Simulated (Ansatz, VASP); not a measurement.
One calculation of Lu, two programs

```
Lu
1.0
     1.71122    0.98798    8.34130
    -1.71122    0.98798    8.34130
     0.00000   -1.97595    8.34130
Lu
3
Direct
  0.00000 0.00000 0.00000
  0.77831 0.77831 0.77831
  0.22169 0.22169 0.22169
```

Change from the starting cell: volume scaled by 0.95, no spin polarisation, PAW files.

Alike in both runs: task single point; functional PBE; k mesh 10 × 10 × 10; occupations fermi-dirac, width 0.05 eV; no spin polarisation.

```csv
,VASP,Ansatz
version,VASP 6.6.1,Ansatz 0.2.0
potentials or method,"VASP PAW PBE potentials, release 64 (Lu)","PAW with Ansatz's default frozen-core files, scalar-relativistic"
plane-wave cutoff (eV),520,420
valence electrons in the cell,75,75
```

```csv
,VASP,Ansatz,Ansatz less VASP
pressure (GPa),1.4,1.2,-0.22
"traceless stress, the component that is largest in VASP (GPa)",-1.07,-1.07,-0.002
rms of the force components (eV/Å),0.012,0.012,-0.0008
```

Atom by atom the forces differ by 0.001 eV/Å (rms over components).

Spin-orbit coupling is off throughout.
